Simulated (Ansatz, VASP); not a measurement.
## Two plane-wave programs on Mo

```
CELL_PARAMETERS angstrom
-1.58054 1.58054 1.58054
1.58054 -1.58054 1.58054
1.58054 1.58054 -1.58054
ATOMIC_POSITIONS crystal
Mo 0.00000 0.00000 0.00000
```

Alike in both runs: functional PBE; k mesh 21 × 21 × 21; occupations fermi-dirac, width 0.1 eV; no spin polarisation.

Ansatz relaxed the structure, and its values are those at the end. VASP's run is a single point on that final structure, the one shown.

|  | VASP | Ansatz |
| --- | --- | --- |
| version | VASP 6.6.1 | Ansatz 0.2.0 |
| potentials or method | VASP PAW PBE potentials, release 64 (Mo_sv) | PAW with Ansatz's default frozen-core files, scalar-relativistic |
| plane-wave cutoff (eV) | 520 | 420 |
| valence electrons in the cell | 14 | 14 |

```tsv
	VASP	Ansatz	Ansatz less VASP
pressure (GPa)	0.5	0.0	-0.51
```
